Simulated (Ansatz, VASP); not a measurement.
CdS: VASP beside Ansatz

File INCAR:

```
PREC     = Accurate       # precision mode
ENCUT    = 520            # plane-wave cutoff, eV
EDIFF    = 1E-7           # SCF threshold, eV
ISMEAR   = -4             # smearing method
SIGMA    = 0.1            # smearing width, eV
LREAL    = False          # projectors in reciprocal space
LASPH    = True           # aspherical terms in the spheres
NELM     = 100            # most SCF steps
ALGO     = Normal         # electronic algorithm
ISIF     = 2              # what is computed and relaxed
LWAVE    = False          # write WAVECAR
LCHARG   = False          # write CHGCAR
GGA      = PS             # functional
NBANDS   = 16             # bands
```

File KPOINTS:

```
Automatic mesh
0
Gamma
  8 8 8
```

POSCAR

```
CdS
1.0
    0.0000000000      2.4112243722      2.4112243722
    2.4112243722      0.0000000000      2.4112243722
    2.4112243722      2.4112243722      0.0000000000
Cd S
1 1
Direct
    0.0000000000      0.0000000000      0.0000000000
    0.7500000000      0.7500000000      0.7500000000
```

Input for Ansatz:

```yaml
crystal:
  lattice:
    - [0.0, 2.4112243722, 2.4112243722]
    - [2.4112243722, 0.0, 2.4112243722]
    - [2.4112243722, 2.4112243722, 0.0]
  atoms:
    - { symbol: Cd, position: [0.0, 0.0, 0.0] }
    - { symbol: S, position: [0.75, 0.75, 0.75] }
kpoints:
  mp_grid: { grid: [8, 8, 8] }
  band_path:
    path:
      - [0.0, 0.0, 0.0]
      - [-0.5, -0.5, 0.0]
      - [-0.375, -0.375, 0.25]
      - [-0.375, 0.0, 0.375]
      - [0.0, 0.0, 0.0]
      - [0.0, 0.0, 0.5]
      - [-0.5, -0.25, 0.25]
      - [-0.5, -0.5, 0.0]
    npoints: 6
scf:
  occupations: { method: tetrahedron_uncorrected }
hamiltonian:
  xc: pbesol
  pseudopotentials: { kind: paw }
output:
  forces: true
  stress: true
  eigenvalues: true
  populations: true
```

Alike in both runs: task single point; functional PBEsol; k mesh 8 × 8 × 8; no spin polarisation.

|  | VASP | Ansatz |
| --- | --- | --- |
| version | VASP 6.6.1 | Ansatz 0.2.0 |
| potentials or method | VASP PAW PBE potentials, release 64 (Cd, S) | PAW with Ansatz's default frozen-core files, scalar-relativistic |
| plane-wave cutoff (eV) | 520 | 420 |
| occupations | tetrahedron | tetrahedron-uncorrected |
| valence electrons in the cell | 18 | 26 |

Ansatz gave:

```
gap on the k mesh at the Fermi level (eV) : 1.62
```

What did VASP give for the same quantities?

gap on the k mesh at the Fermi level (eV): 1.76.

VASP's potentials were made for PBE, not for PBEsol. VASP's potentials hold 18 valence electrons a cell and Ansatz's 26, so a difference there can come from the potentials and not from the codes. Ansatz's warnings: band table not solved further.
